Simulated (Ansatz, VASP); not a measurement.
This is a calculation of SnSe for Ansatz 0.2.0.

File input.yaml:

```yaml
crystal:
  lattice:
    - [0.0, 3.01, 3.01]
    - [3.01, 0.0, 3.01]
    - [3.01, 3.01, 0.0]
  atoms:
    - { symbol: Sn, position: [0.0, 0.0, 0.0], spin: 0.5 }
    - { symbol: Se, position: [0.5, 0.5, 0.5] }
hamiltonian:
  xc: r2scan
  pseudopotentials: { kind: nc, accuracy: stringent }
magnetization:
  spin_polarized: true
kpoints:
  mp_grid: { grid: [8, 8, 8] }
scf:
  occupations: { method: gaussian, width: 0.02 }
output:
  forces: true
  stress: true
  eigenvalues: true
```

Potentials or basis: PseudoDojo stringent (PBE files).

Run with:

```console
$ ansatz run input.yaml --threads 1 --pin off --max-ram 2560MiB --backend cpu --events-out ev --progress --plain --runs-dir out
```

Question: Set up the same calculation for VASP 6.6.1. Potentials there: VASP PAW PBE potentials, release 64 (Sn_d, Se).

Answer: As run (the cutoff follows the program's own potentials):

Contents of POSCAR:

```
SnSe
1.0
    0.0000000000      3.0100000000      3.0100000000
    3.0100000000      0.0000000000      3.0100000000
    3.0100000000      3.0100000000      0.0000000000
Sn Se
1 1
Direct
    0.0000000000      0.0000000000      0.0000000000
    0.5000000000      0.5000000000      0.5000000000
```

INCAR.step1

```
PREC = Accurate
ENCUT = 520
ISMEAR = 0
SIGMA = 0.02
LREAL = F
LASPH = T
NELM = 150
ISPIN = 2
MAGMOM = 0.5 0
NBANDS = 21
GGA = PE
ALGO = Normal
EDIFF = 1E-4
LWAVE = T
LCHARG = F
```

The input INCAR.step2:

```
PREC = Accurate
ENCUT = 520
EDIFF = 1E-7
ISMEAR = 0
SIGMA = 0.02
LREAL = F
LASPH = T
NELM = 150
ALGO = Normal
ISIF = 2
LWAVE = F
LCHARG = T
ISPIN = 2
MAGMOM = 0.5 0
LORBIT = 11
METAGGA = R2SCAN
LMIXTAU = T
LELF = T
LVHAR = T
NBANDS = 21
ISTART = 1
```

File KPOINTS:

```
Automatic mesh
0
Gamma
  8 8 8
```

Potentials or basis: VASP PAW PBE potentials, release 64 (Sn_d, Se).

The run is started by

```console
$ cat potpaw_PBE.64/Sn_d/POTCAR potpaw_PBE.64/Se/POTCAR > POTCAR
$ cp INCAR.step1 INCAR
$ mpirun -np 1 vasp_std > vasp.out
$ cp INCAR.step2 INCAR
$ mpirun -np 1 vasp_std > vasp.out
```

Both were run:

|  | VASP | Ansatz | Ansatz less VASP |
| --- | --- | --- | --- |
| gap on the k mesh at the Fermi level (eV) | 0.45 | 0.42 | -0.039 |
| least direct gap on the mesh (eV) | 0.45 | 0.42 | -0.039 |
| pressure (GPa) | -0.1 | -0.2 | -0.06 |
| net moment per atom (μB) | 0.00 | 0.00 | 0.000 |

VASP's potentials were made for PBE, not for r2SCAN. VASP's potentials hold 20 valence electrons a cell and Ansatz's 46, so a difference there can come from the potentials and not from the codes.

Noted on Ansatz's run: the meta-GGA runs on potentials made for a GGA.
